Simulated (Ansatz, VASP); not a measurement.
**LiF in VASP and in Ansatz**

```
Li F
1.0
     0.00000    2.00050    2.00050
     2.00050    0.00000    2.00050
     2.00050    2.00050    0.00000
Li F
1 1
Direct
  0.00000 0.00000 0.00000
  0.50000 0.50000 0.50000
```

Alike in both runs: task single point; functional HSE06; k mesh 4 × 4 × 4; occupations fermi-dirac, width 0.05 eV; no spin polarisation.

|  | VASP | Ansatz |
| --- | --- | --- |
| version | VASP 6.6.1 | Ansatz 0.2.0 development build |
| potentials or method | VASP PAW PBE potentials, release 64 (Li_sv, F) | plane waves, PAW datasets (generated soft set 1) |
| plane-wave cutoff (eV) | 520 | 420 |
| valence electrons in the cell | 10 | 10 |

```tsv
	VASP	Ansatz	Ansatz less VASP
gap on the k mesh at the Fermi level (eV)	11.59	11.60	+0.008
```

The k mesh is coarse, so the values compare programs but aren't converged. Noted on VASP's run: the cutoff is short for stress, so the pressure is rough.
